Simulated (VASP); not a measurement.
Cu: single point with r2SCAN

The system is Cu.

```
CELL_PARAMETERS angstrom
0.00000 1.78813 1.78813
1.78813 0.00000 1.78813
1.78813 1.78813 0.00000
ATOMIC_POSITIONS crystal
Cu 0.00000 0.00000 0.00000
```

| Property | Result |
| --- | --- |
| Program | VASP 6.6.1 |
| Task | single point |
| Functional | r2SCAN |
| Potentials or basis | VASP PAW PBE potentials, release 64 (Cu) |
| Cutoff | 520 eV |
| k mesh | 2 × 2 × 2 |
| Occupations | fermi-dirac, width 0.1 eV |
| Spin | no spin polarisation |

```yaml
Pressure: 27.2 GPa
```

Levels at points of the mesh, in eV from the Fermi level:
| k point | band 3 | band 4 | band 5 | band 6 | band 7 | band 8 | band 9 | band 10 |
| --- | --- | --- | --- | --- | --- | --- | --- | --- |
| (0.00, 0.00, 0.00) | -1.97 | -1.97 | -1.09 | -1.09 | 24.67 | 27.82 | 27.82 | 27.82 |
| (0.50, 0.00, 0.00) | -2.03 | -0.47 | -0.47 | -0.17 | 5.31 | 23.03 | 24.66 | 24.66 |
| (0.50, 0.50, 0.00) | -0.50 | -0.31 | -0.31 | 2.68 | 8.71 | 15.00 | 15.00 | 19.64 |

It took 11 s on 1 thread of Intel(R) Xeon(R) Platinum 8488C (Sapphire Rapids), with other jobs on the host, peak memory 0.12 GiB.

Caveat: the k points lie up to 1.52 Å⁻¹ apart; the PAW data sets were made with another functional, which shifts forces and pressure a little.
